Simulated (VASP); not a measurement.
# TaSn11O24 (a cell with a defect) in VASP: single point with PBE

Aim: the single point of TaSn11O24 (a cell with a defect) with PBE.

Everything below comes from runs of VASP 6.6.1. Logs are shortened: lines on timing, memory, paths and dates and some standing lists are left out, and cuts for length are marked.

**1. The cell of the first run**

The cell holds a defect, 36 atoms: a = 6.738 Å, b = 6.738 Å, c = 9.622 Å, α = 90.00°, β = 90.00°, γ = 90.00°.

**2. Single point, PBE**

INCAR reads:

```
SYSTEM = TaSn11O24
ALGO = Normal ; EDIFF = 1E-7
ENCUT = 520 ; GGA = PE
ISIF = 2 ; ISMEAR = -1
LASPH = .TRUE. ; LCHARG = .FALSE.
LREAL = Auto ; LWAVE = .FALSE.
NBANDS = 178 ; NELECT = 308.0
NELM = 100 ; PREC = Accurate
SIGMA = 0.01
```

KPOINTS reads:

```
k-points
0
G
  3 3 2
  0 0 0
```

POSCAR reads:

```
TaSn11O24
1.0
    4.7648180450      4.7648180450      0.0000000000
   -4.7648180450      4.7648180450      0.0000000000
    0.0000000000      0.0000000000      9.6224993100
Ta Sn O
1 11 24
Direct
    0.5000000000      0.0000000000      0.1666666667
    0.5000000000      0.0000000000      0.5011707277
    0.5000000000      0.0000000000      0.8321626056
    0.0000000000      0.5000000000      0.1666666667
    0.0000000000      0.5000000000      0.4997394853
    0.0000000000      0.5000000000      0.8335938480
    0.0000000000      0.0000000000      0.0005754869
    0.0000000000      0.0000000000      0.3327578464
    0.0000000000      0.0000000000      0.6666666667
    0.5000000000      0.5000000000     -0.0002952196
    0.5000000000      0.5000000000      0.3336285529
    0.5000000000      0.5000000000      0.6666666667
    0.5000000000      0.2991030362      0.1666666667
    0.5000000000      0.3040585533      0.4986602038
    0.5000000000      0.3040585533      0.8346731295
    0.0000000000      0.8059948755      0.1666666667
    0.0000000000      0.8066046771      0.4984354284
    0.0000000000      0.8066046771      0.8348979050
    0.5000000000      0.7008969638      0.1666666667
    0.5000000000      0.6959414467      0.4986602038
    0.5000000000      0.6959414467      0.8346731295
    0.0000000000      0.1940051245      0.1666666667
    0.0000000000      0.1933953229      0.4984354284
    0.0000000000      0.1933953229      0.8348979050
    0.3102626438      0.0000000000      0.0078770839
    0.3102626438      0.0000000000      0.3254562494
    0.3054051086      0.0000000000      0.6666666667
    0.8045078732      0.5000000000      0.0008474712
    0.8045078732      0.5000000000      0.3324858621
    0.8053052500      0.5000000000      0.6666666667
    0.6897373562      0.0000000000      0.0078770839
    0.6897373562      0.0000000000      0.3254562494
    0.6945948914      0.0000000000      0.6666666667
    0.1954921268      0.5000000000      0.0008474712
    0.1954921268      0.5000000000      0.3324858621
    0.1946947500      0.5000000000      0.6666666667
```

Potentials or basis: VASP PAW PBE potentials, release 64 (Ta_pv, Sn_d, O).

On the command line:

```console
cat potpaw_PBE.64/Ta_pv/POTCAR potpaw_PBE.64/Sn_d/POTCAR potpaw_PBE.64/O/POTCAR > POTCAR
mpirun -np 1 vasp_std > vasp.out
```

OUTCAR:

```text
SYSTEM = TaSn11O24
   EDIFF = 1E-7
   ENCUT = 520
   GGA = PE
   ISIF = 2
   ISMEAR = -1
   LASPH = .TRUE.
   LREAL = Auto
   NELECT = 308.0
   NELM = 100
   PREC = Accurate

 ion  position               nearest neighbor table
   1  0.500  0.000  0.167-  26 1.99  32 1.99  31 1.99  25 1.99  13 2.02  19 2.02   2 3.22   3 3.22

   2  0.500  0.000  0.501-  14 2.05  20 2.05  27 2.06  33 2.06  32 2.12  26 2.12   3 3.18   1 3.22
                             9 3.73  12 3.73  12 3.73   9 3.73  11 3.74  11 3.74   8 3.74   8 3.74
   3  0.500  0.000  0.832-  15 2.05  21 2.05  27 2.06  33 2.06  31 2.12  25 2.12   2 3.18   1 3.22
                             9 3.73  12 3.73  12 3.73   9 3.73  10 3.74  10 3.74   7 3.74   7 3.74
   4  0.000  0.500  0.167-  16 2.06  22 2.06  29 2.07  35 2.07  34 2.07  28 2.07   5 3.20   6 3.20
                             8 3.73   8 3.73   7 3.73   7 3.73  11 3.73  11 3.73  10 3.73  10 3.73
   5  0.000  0.500  0.500-  17 2.07  23 2.07  30 2.07  36 2.07  35 2.08  29 2.08   4 3.20   6 3.21
                            11 3.73  11 3.73  12 3.73   9 3.73   9 3.73  12 3.73   8 3.73   8 3.73
   6  0.000  0.500  0.834-  18 2.07  24 2.07  30 2.07  36 2.07  34 2.08  28 2.08   4 3.20   5 3.21
                            10 3.73  10 3.73  12 3.73   9 3.73   9 3.73  12 3.73   7 3.73   7 3.73
   7  0.000  0.000  0.001-  18 2.06  24 2.06  22 2.06  16 2.06  25 2.09  31 2.09   8 3.20   9 3.21
                             4 3.73   4 3.73   6 3.73   6 3.73   3 3.74   3 3.74
   8  0.000  0.000  0.333-  17 2.06  23 2.06  22 2.06  16 2.06  26 2.09  32 2.09   7 3.20   9 3.21
                             4 3.73   4 3.73   5 3.73   5 3.73   2 3.74   2 3.74
   9  0.000  0.000  0.667-  27 2.06  33 2.06  18 2.08  24 2.08  23 2.08  17 2.08   7 3.21   8 3.21
[... 29 lines left out ...]
  35  0.195  0.500  0.332-  11 2.05   4 2.07   5 2.08
  36  0.195  0.500  0.667-  12 2.06   6 2.07   5 2.07

  LATTYP: Found a simple tetragonal cell.
 ALAT       =     6.7384703015
 C/A-ratio  =     1.4279946159

  Lattice vectors:

 A1 = (   4.7648180450,   4.7648180450,   0.0000000000)
 A2 = (  -4.7648180450,   4.7648180450,   0.0000000000)
 A3 = (   0.0000000000,   0.0000000000,   9.6224993100)

Analysis of symmetry for initial positions (statically):
=====================================================================
 Subroutine PRICEL returns:
 Original cell was already a primitive cell.

 Routine SETGRP: Setting up the symmetry group for a
 simple tetragonal supercell.

 Subroutine GETGRP returns: Found  8 space group operations
 (whereof  4 operations were pure point group operations)
 out of a pool of 16 trial point group operations.

The static configuration has the point symmetry C_2v.
 The point group associated with its full space group is D_2h.

Analysis of symmetry for dynamics (positions and initial velocities):
=====================================================================
 Subroutine PRICEL returns:
 Original cell was already a primitive cell.

 Routine SETGRP: Setting up the symmetry group for a
 simple tetragonal supercell.

 Subroutine GETGRP returns: Found  8 space group operations
 (whereof  4 operations were pure point group operations)
 out of a pool of 16 trial point group operations.

The dynamic configuration has the point symmetry C_2v.
 The point group associated with its full space group is D_2h.

 Subroutine INISYM returns: Found  8 space group operations
 (whereof  4 operations are pure point group operations),
 and found     1 'primitive' translations

----------------------------------------------------------------------------------------

                                     Primitive cell

  volume of cell :     436.9287

  direct lattice vectors                    reciprocal lattice vectors
     4.764818045  4.764818045  0.000000000     0.104935801  0.104935801  0.000000000
    -4.764818045  4.764818045  0.000000000    -0.104935801  0.104935801  0.000000000
     0.000000000  0.000000000  9.622499310     0.000000000  0.000000000  0.103923104

  length of vectors
     6.738470301  6.738470301  9.622499310     0.148401633  0.148401633  0.103923104

  position of ions in fractional coordinates (direct lattice)
     0.500000000  0.000000000  0.166666667
     0.500000000  0.000000000  0.501170728
     0.500000000  0.000000000  0.832162606
     0.000000000  0.500000000  0.166666667
     0.000000000  0.500000000  0.499739485
     0.000000000  0.500000000  0.833593848
[... 28 lines left out ...]
     0.195492127  0.500000000  0.332485862
     0.194694750  0.500000000  0.666666667

  ion indices of the primitive-cell ions
   primitive index   ion index
                 1           1
                 2           2
                 3           3
                 4           4
                 5           5
                 6           6
[... 28 lines left out ...]
                35          35
                36          36

----------------------------------------------------------------------------------------

 KPOINTS: k-points

Automatic generation of k-mesh.
 Grid dimensions read from file:
 generate k-points for:    3    3    2

 Generating k-lattice:

  Cartesian coordinates                     Fractional coordinates (reciprocal lattice)
     0.034978600  0.034978600  0.000000000     0.333333333  0.000000000  0.000000000
    -0.034978600  0.034978600  0.000000000     0.000000000  0.333333333  0.000000000
     0.000000000  0.000000000  0.051961552     0.000000000  0.000000000  0.500000000

  Length of vectors
     0.049467211  0.049467211  0.051961552

  Shift w.r.t. Gamma in fractional coordinates (k-lattice)
     0.000000000  0.000000000  0.000000000

 Subroutine IBZKPT returns following result:
 ===========================================

 Found      8 irreducible k-points:

 Following reciprocal coordinates:
            Coordinates               Weight
  0.000000  0.000000  0.000000      1.000000
  0.333333  0.000000  0.000000      2.000000
  0.000000  0.333333  0.000000      2.000000
  0.333333  0.333333  0.000000      4.000000
  0.000000  0.000000  0.500000      1.000000
  0.333333  0.000000  0.500000      2.000000
  0.000000  0.333333  0.500000      2.000000
  0.333333  0.333333  0.500000      4.000000
   k-points           NKPTS =      8   k-points in BZ     NKDIM =      8   number of bands    NBANDS=    178
   number of dos      NEDOS =    301   number of ions     NIONS =     36
   total plane-waves  NPLWV = 180000
   dimension x,y,z NGX =    50 NGY =   50 NGZ =   72
   dimension x,y,z NGXF=   100 NGYF=  100 NGZF=  144
   ions per type =               1  11  24
   NGX,Y,Z   is equivalent  to a cutoff of  12.34, 12.34, 12.44 a.u.
   NGXF,Y,Z  is equivalent  to a cutoff of  24.67, 24.67, 24.88 a.u.
 SYSTEM =  TaSn11O24
   PREC   = accura    normal or accurate (medium, high low for compatibility)
   ISTART =      0    job   : 0-new  1-cont  2-samecut
   ICHARG =      2    charge: 1-file 2-atom 10-const
   ISPIN  =      1    spin polarized calculation?
   LNONCOLLINEAR =      F non collinear calculations
   LSORBIT =      F    spin-orbit coupling
   LASPH  =      T    aspherical Exc in radial PAW
   ENCUT  =  520.0 eV  38.22 Ry    6.18 a.u.  12.53 12.53 17.89*2*pi/ulx,y,z
   NELM   =    100;   NELMIN=  2; NELMDL= -5     # of ELM steps
   EDIFF  = 0.1E-06   stopping-criterion for ELM
   LREAL  =      T    real-space projection
   EDIFFG = 0.1E-05   stopping-criterion for IOM
   NSW    =      0    number of steps for IOM
   IBRION =     -1    ionic relax: 0-MD 1-quasi-New 2-CG
   NFREE  =      0    steps in history (QN), initial steepest desc. (CG)
   ISIF   =      2    stress and relaxation
   ISYM   =      2    0-nonsym 1-usesym 2-fastsym
   POTIM  = 0.5000    time-step for ionic-motion
   TEBEG  =    0.0;   TEEND  =   0.0 temperature during run
   PSTRESS=    0.0 pullay stress
   NELECT =     308.0000    total number of electrons
   NUPDOWN=      -1.0000    fix difference up-down
   EMIN   =  10.00;   EMAX   =-10.00  energy-range for DOS
   EFERMI =   0.00;   METHOD = LEGACY
   ISMEAR =    -1;   SIGMA  =   0.01  broadening in eV -4-tet -1-fermi 0-gaus
   EFERMI_NEDOS =   21; number of points for ismear=-14 and -15
   IALGO  =     38    algorithm
   IMIX   =      4    mixing-type and parameters
     AMIX     =   0.40;   BMIX     =  1.00
     AMIX_MAG =   1.60;   BMIX_MAG =  1.00
  volume/ion in A,a.u.               =      12.14        81.90
  Fermi-wavevector in a.u.,A,eV,Ry     =   1.456984  2.753301 28.882495  2.122803
  Thomas-Fermi vector in A             =   2.573839
   LORBIT       =      0    0 simple, 1 ext, 2 COOP (PROOUT), +10 PAW based schemes
   GGA     = PE    functional components
   LHFCALC =     F    Hartree Fock is set to
   AEXX    =    0.0000 exact exchange contribution
   IVDW    =     0    specifies the selected vdW correction
   LEPSILON=     F    determine dielectric tensor
   LRPA    =     F    only Hartree local field effects (RPA)
 non-spin polarized calculation
  energy-cutoff  :      520.00
  volume of cell :      436.93
 maximum number of plane-waves:     11780
 NGX is ok and might be reduce to    50
   NGX = 25   NGY = 25   NGZ = 35

 number of electron     308.0000029 magnetization

 Free energy of the ion-electron system (eV)
  ---------------------------------------------------
  ext. energy  EPLUGINS =         0.00000000
  ---------------------------------------------------
  free energy    TOTEN  =      -242.72396227 eV

  energy without entropy =     -242.72396227  energy(sigma->0) =     -242.72396227

 E-fermi :   5.8729     XC(G=0): -11.1416

 val. band max:        5.6417259409   @ k =   0.0000   0.0000   0.0000
 cond. band min:       6.9302279684   @ k =   0.0000   0.0000   0.0000
 fundamental gap:      1.2885020275
 Fermi energy:         5.8728652391

 k-point     1 :       0.0000    0.0000    0.0000
  band No.  band energies     occupation
      1     -29.1505      2.00000
      2     -29.1088      2.00000
      3     -28.9877      2.00000
      4     -15.3490      2.00000
      5     -15.1292      2.00000
      6     -15.1010      2.00000
[... 1341 lines left out ...]
    165      11.4597      0.00000
    166      11.5330      0.00000
 [bands above 166 left out]

------------------------ aborting loop because EDIFF is reached ----------------------------------------

  FORCE on cell =-STRESS in cart. coord.  units (eV):
  Direction    XX          YY          ZZ          XY          YZ          ZX
  --------------------------------------------------------------------------------------
  -------------------------------------------------------------------------------------
  Total        3.9009099      3.9009099      6.8755176      1.9909366      0.0000000      0.0000000
  in kB       14.3042793     14.3042793     25.2118930      7.3005821      0.0000000      0.0000000
  external PRESSURE =      17.9401505 kB  Pullay stress =       0.0000000 kB

 VOLUME and BASIS-vectors are now :
 -----------------------------------------------------------------------------
  energy-cutoff  :      520.00
  volume of cell :      436.93
      direct lattice vectors                 reciprocal lattice vectors
     4.764818045  4.764818045  0.000000000     0.104935801  0.104935801  0.000000000
    -4.764818045  4.764818045  0.000000000    -0.104935801  0.104935801  0.000000000
     0.000000000  0.000000000  9.622499310     0.000000000  0.000000000  0.103923104

 POSITION                                       TOTAL-FORCE (eV/Angst)
 -----------------------------------------------------------------------------------
      2.38241      2.38241      1.60375         0.000000      0.000000     -0.000000
      2.38241      2.38241      4.82251         0.000000      0.000000      0.001407
      2.38241      2.38241      8.00748         0.000000      0.000000     -0.001407
     -2.38241      2.38241      1.60375         0.000000      0.000000     -0.000000
     -2.38241      2.38241      4.80874         0.000000      0.000000     -0.001984
     -2.38241      2.38241      8.02126         0.000000      0.000000      0.001984
[... 28 lines left out ...]
     -1.45092      3.31389      3.19934         0.010470      0.010470     -0.015558
     -1.45472      3.31009      6.41500         0.001237      0.001237      0.000000
 -----------------------------------------------------------------------------------
    total drift:                               -0.000000      0.000000      0.000007

  FREE ENERGIE OF THE ION-ELECTRON SYSTEM (eV)
  ---------------------------------------------------
  free  energy   TOTEN  =      -242.7239622674 eV

  energy  without entropy=     -242.7239622674  energy(sigma->0) =     -242.72396227
```

It took 9 min on 1 thread of AMD EPYC 9R45 (Zen 5), shared host; peak memory 0.63 GiB.

What came out:

```
Free energy   : -242.7240 eV
Largest force : 0.029 eV/Å
```

Forces in eV/Å, atoms in the order of the input:
```
Ta   0.000  0.000  0.000
Sn   0.000  0.000  0.001
Sn   0.000  0.000 -0.001
Sn   0.000  0.000  0.000
Sn   0.000  0.000 -0.002
Sn   0.000  0.000  0.002
Sn   0.000  0.000 -0.001
Sn   0.000  0.000  0.001
Sn   0.000  0.000  0.000
Sn   0.000  0.000 -0.012
Sn   0.000  0.000  0.012
Sn   0.000  0.000  0.000
O   -0.018  0.018  0.000
O    0.009 -0.009  0.010
O    0.009 -0.009 -0.010
O    0.010 -0.010  0.000
O    0.005 -0.005 -0.007
O    0.005 -0.005  0.007
O    0.018 -0.018  0.000
O   -0.009  0.009  0.010
O   -0.009  0.009 -0.010
O   -0.010  0.010  0.000
O   -0.005  0.005 -0.007
O   -0.005  0.005  0.007
O   -0.012 -0.012 -0.012
O   -0.012 -0.012  0.012
O   -0.020 -0.020  0.000
O   -0.010 -0.010  0.016
O   -0.010 -0.010 -0.016
O   -0.001 -0.001  0.000
O    0.012  0.012 -0.012
O    0.012  0.012  0.012
O    0.020  0.020  0.000
O    0.010  0.010  0.016
O    0.010  0.010 -0.016
O    0.001  0.001  0.000
```

Levels at points of the mesh, in eV from the Fermi level:
```
           k point  band 152  band 153  band 154  band 155  band 156  band 157
(0.00, 0.00, 0.00)     -0.96     -0.94     -0.23      1.06      2.39      3.89
(0.00, 0.00, 0.50)     -0.94     -0.47     -0.42      2.27      2.49      2.64
```

Caveat: the cell carries a net charge on a neutralising background, which shifts energy and pressure; the cell is charged against a uniform background, so pressure and absolute levels hang on convention; spin-orbit coupling is left out, which moves the levels of the heavy elements.
